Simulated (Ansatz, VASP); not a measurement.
## Ir in VASP and in Ansatz

```xyz
3
Lattice="4.3486 0.0000 0.0000 -2.1743 3.7660 0.0000 0.0000 0.0000 2.6857" Properties=species:S:1:pos:R:3 pbc="T T T"
Ir    2.1743    3.7660    0.0000
Ir    0.0000    2.5106    1.3428
Ir    2.1743    1.2553    1.3428
```

Alike in both runs: functional r2SCAN; k mesh 9 × 9 × 12; occupations fermi-dirac, width 0.1 eV; no spin polarisation.

Ansatz relaxed the structure, and its values are those at the end. VASP's run is a single point on that final structure, the one shown.

|  | VASP | Ansatz |
| --- | --- | --- |
| version | VASP 6.6.1 | Ansatz 0.2.0 |
| potentials or method | VASP PAW PBE potentials, release 64 (Ir), cutoff 520 eV | plane waves (500 eV) with PAW, scalar-relativistic |
| valence electrons in the cell | 27 | 51 |

```csv
,VASP,Ansatz,Ansatz less VASP
pressure (GPa),2.3,0.0,-2.26
```

VASP's potentials were made for PBE, not for r2SCAN. VASP's potentials hold 27 valence electrons a cell and Ansatz's 51, so a difference there can come from the potentials and not from the codes.

Spin-orbit coupling is off throughout.
